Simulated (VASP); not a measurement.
# Ni (Im-3m) in VASP: single point with PBEsol

Aim: the single point of Ni with PBEsol.

Everything below comes from runs of VASP 6.6.1. Logs are shortened: lines on timing, memory, paths and dates and some standing lists are left out, and cuts for length are marked.

### 1 The cell of the first run

It takes space group Im-3m (No. 229, cubic). The conventional cell has a = 2.767 Å, b = 2.767 Å, c = 2.767 Å, α = 90.00°, β = 90.00°, γ = 90.00°. Within 3.2 Å of Ni (site symmetry m-3m) lie 14 Ni at 2.40 to 2.77 Å.

### 2 Single point, PBEsol, collinear spin, ferromagnetic start

Input file INCAR:

```
PREC = Accurate
ENCUT = 600
EDIFF = 1E-6
ISMEAR = -1
SIGMA = 0.05
LREAL = F
LASPH = T
NELM = 200
ALGO = Normal
ISIF = 2
LWAVE = F
LCHARG = F
ISPIN = 2
MAGMOM = 2
LORBIT = 11
LMAXMIX = 4
GGA = PS
NBANDS = 15
GGA_COMPAT = F
```

Input file KPOINTS:

```
regular mesh
0
Gamma
  14 14 14
```

Input file POSCAR:

```
Ni
1.0
   -1.3837154700      1.3837154700      1.3837154700
    1.3837154700     -1.3837154700      1.3837154700
    1.3837154700      1.3837154700     -1.3837154700
Ni
1
Direct
    0.0000000000      0.0000000000      0.0000000000
```

Potentials or basis: VASP PAW PBE potentials, release 64 (Ni).

The run is started by

```bash
cat potpaw_PBE.64/Ni/POTCAR > POTCAR
mpirun -np 1 vasp_std > vasp.out
```

OUTCAR:

```text
PREC = Accurate
   ENCUT = 600
   EDIFF = 1E-6
   ISMEAR = -1
   LREAL = F
   LASPH = T
   NELM = 200
   ISIF = 2
   ISPIN = 2
   LORBIT = 11
   GGA = PS

 ion  position               nearest neighbor table
   1  0.000  0.000  0.000-

  LATTYP: Found a body centered cubic cell.
 ALAT       =     2.7674309400

  Lattice vectors:

 A1 = (  -1.3837154700,   1.3837154700,   1.3837154700)
 A2 = (   1.3837154700,  -1.3837154700,   1.3837154700)
 A3 = (   1.3837154700,   1.3837154700,  -1.3837154700)

Analysis of symmetry for initial positions (statically):
=====================================================================
 Subroutine PRICEL returns:
 Original cell was already a primitive cell.

 Routine SETGRP: Setting up the symmetry group for a
 body centered cubic supercell.

 Subroutine GETGRP returns: Found 48 space group operations
 (whereof 48 operations were pure point group operations)
 out of a pool of 48 trial point group operations.

The static configuration has the point symmetry O_h .

Analysis of symmetry for dynamics (positions and initial velocities):
=====================================================================
 Subroutine PRICEL returns:
 Original cell was already a primitive cell.

 Routine SETGRP: Setting up the symmetry group for a
 body centered cubic supercell.

 Subroutine GETGRP returns: Found 48 space group operations
 (whereof 48 operations were pure point group operations)
 out of a pool of 48 trial point group operations.

The dynamic configuration has the point symmetry O_h .

Analysis of structural, dynamic, and magnetic symmetry:
=====================================================================
 Subroutine PRICEL returns:
 Original cell was already a primitive cell.

 Routine SETGRP: Setting up the symmetry group for a
 body centered cubic supercell.

 Subroutine GETGRP returns: Found 48 space group operations
 (whereof 48 operations were pure point group operations)
 out of a pool of 48 trial point group operations.

The overall configuration has the point symmetry O_h .

 Subroutine INISYM returns: Found 48 space group operations
 (whereof 48 operations are pure point group operations),
 and found     1 'primitive' translations

----------------------------------------------------------------------------------------

                                     Primitive cell

  volume of cell :      10.5974

  direct lattice vectors                    reciprocal lattice vectors
    -1.383715470  1.383715470  1.383715470     0.000000000  0.361345964  0.361345964
     1.383715470 -1.383715470  1.383715470     0.361345964  0.000000000  0.361345964
     1.383715470  1.383715470 -1.383715470     0.361345964  0.361345964  0.000000000

  length of vectors
[... 123 lines left out ...]
  free energy    TOTEN  =        -6.04113987 eV

  energy without entropy =       -6.02968024  energy(sigma->0) =       -6.03541006

 E-fermi :   9.4393     XC(G=0): -13.5862

 val. band max:        9.4348012220   @ k =  -0.2857   0.5000   0.0714
 cond. band min:       9.4456313274   @ k =   0.5000   0.0000   0.0000
 fundamental gap:      0.0108301054
 Fermi energy:         9.4392842127

 spin component 1

 k-point     1 :       0.0000    0.0000    0.0000
  band No.  band energies     occupation
      1       0.3189      1.00000
      2       7.1031      1.00000
      3       7.1031      1.00000
      4       7.1031      1.00000
      5       8.5752      1.00000
      6       8.5752      1.00000
      7      36.1401      0.00000
      8      36.1401      0.00000
      9      36.1401      0.00000
     10      41.2079      0.00000
     11      41.2079      0.00000
     12      42.4266      0.00000
     13      42.4266      0.00000
     14      42.4266      0.00000
[... 403 lines left out ...]
      4       8.5800      1.00000
      5       8.7376      1.00000
      6      14.7609      0.00000
      7      16.5453      0.00000
      8      18.9717      0.00000
      9      28.8263      0.00000
     10      38.4878      0.00000
     11      40.1913      0.00000
     12      46.6294      0.00000
     13      50.4543      0.00000
     14      54.2117      0.00000
     15      55.4392      0.00000

 [... further k-points ...]

 spin component 2

 k-point     1 :       0.0000    0.0000    0.0000
  band No.  band energies     occupation
      1       0.3218      1.00000
      2       7.7113      1.00000
      3       7.7113      1.00000
      4       7.7113      1.00000
      5       9.0354      0.99969
      6       9.0354      0.99969
      7      36.0723      0.00000
      8      36.0723      0.00000
      9      36.0723      0.00000
     10      41.1669      0.00000
     11      41.1669      0.00000
     12      42.5897      0.00000
     13      42.5897      0.00000
     14      42.5897      0.00000
[... 403 lines left out ...]
      4       9.1161      0.99844
      5       9.2825      0.95836
      6      14.9996      0.00000
      7      16.7817      0.00000
      8      19.1493      0.00000
      9      28.9131      0.00000
     10      38.4945      0.00000
     11      40.1878      0.00000
     12      46.7924      0.00000
     13      50.5765      0.00000
     14      54.5520      0.00000
     15      55.4720      0.00000

 [... further k-points ...]

------------------------ aborting loop because EDIFF is reached ----------------------------------------

  FORCE on cell =-STRESS in cart. coord.  units (eV):
  Direction    XX          YY          ZZ          XY          YZ          ZX
  --------------------------------------------------------------------------------------
  -------------------------------------------------------------------------------------
  Total       -0.1977971     -0.1977971     -0.1977971     -0.0000000      0.0000000      0.0000000
  in kB      -29.9040590    -29.9040590    -29.9040590     -0.0000000      0.0000000      0.0000000
  external PRESSURE =     -29.9040590 kB  Pullay stress =       0.0000000 kB

 VOLUME and BASIS-vectors are now :
 -----------------------------------------------------------------------------
  energy-cutoff  :      600.00
  volume of cell :       10.60
      direct lattice vectors                 reciprocal lattice vectors
    -1.383715470  1.383715470  1.383715470     0.000000000  0.361345964  0.361345964
     1.383715470 -1.383715470  1.383715470     0.361345964  0.000000000  0.361345964
     1.383715470  1.383715470 -1.383715470     0.361345964  0.361345964  0.000000000

 POSITION                                       TOTAL-FORCE (eV/Angst)
 -----------------------------------------------------------------------------------
      0.00000      0.00000      0.00000        -0.000000      0.000000      0.000000
 -----------------------------------------------------------------------------------
    total drift:                                0.000000     -0.000000      0.000000

  FREE ENERGIE OF THE ION-ELECTRON SYSTEM (eV)
  ---------------------------------------------------
  free  energy   TOTEN  =        -6.0411398739 eV

  energy  without entropy=       -6.0296802421  energy(sigma->0) =       -6.03541006

 total charge

# of ion       s       p       d       tot
------------------------------------------
    1        0.505   0.516   8.345   9.366

 magnetization (x)

# of ion       s       p       d       tot
------------------------------------------
    1       -0.004  -0.016   0.538   0.518
```

Run time: 16 s. Hardware: 1 thread of Intel Xeon 6975P-C (Granite Rapids), shared host; peak memory 0.15 GiB.

Results:

```
Free energy                                           : -6.0411 eV
Pressure                                              : -3.0 GPa
Net moment                                            : 0.51 μB per cell
Site moments                                          : Ni +0.52 μB
Valence electrons inside the program's atomic spheres : Ni 9.37
```

Levels at points of the mesh, in eV from the Fermi level:
Spin up:
```csv
k point,band 1,band 2,band 3,band 4,band 5,band 6,band 7,band 8,band 9,band 10
"(0.00, 0.00, 0.00)",-9.12,-2.34,-2.34,-2.34,-0.86,-0.86,26.70,26.70,26.70,31.77
"(0.50, 0.00, 0.00)",-4.76,-3.30,-0.95,-0.70,0.01,0.19,6.67,19.31,20.37,24.14
"(0.50, 0.50, 0.50)",-4.32,-4.32,-0.22,-0.22,-0.22,9.89,9.89,9.89,15.92,15.92
```
Spin down:
| k point | band 2 | band 3 | band 4 | band 5 | band 6 | band 7 | band 8 | band 9 |
| --- | --- | --- | --- | --- | --- | --- | --- | --- |
| (0.00, 0.00, 0.00) | -1.73 | -1.73 | -1.73 | -0.40 | -0.40 | 26.63 | 26.63 | 26.63 |
| (0.50, 0.00, 0.00) | -2.74 | -0.43 | -0.23 | 0.18 | 0.70 | 7.00 | 19.27 | 20.46 |
| (0.50, 0.50, 0.50) | -4.01 | 0.46 | 0.46 | 0.46 | 9.93 | 9.93 | 9.93 | 16.04 |

Caveat: the PAW data sets were made with another functional, which shifts forces and pressure a little.
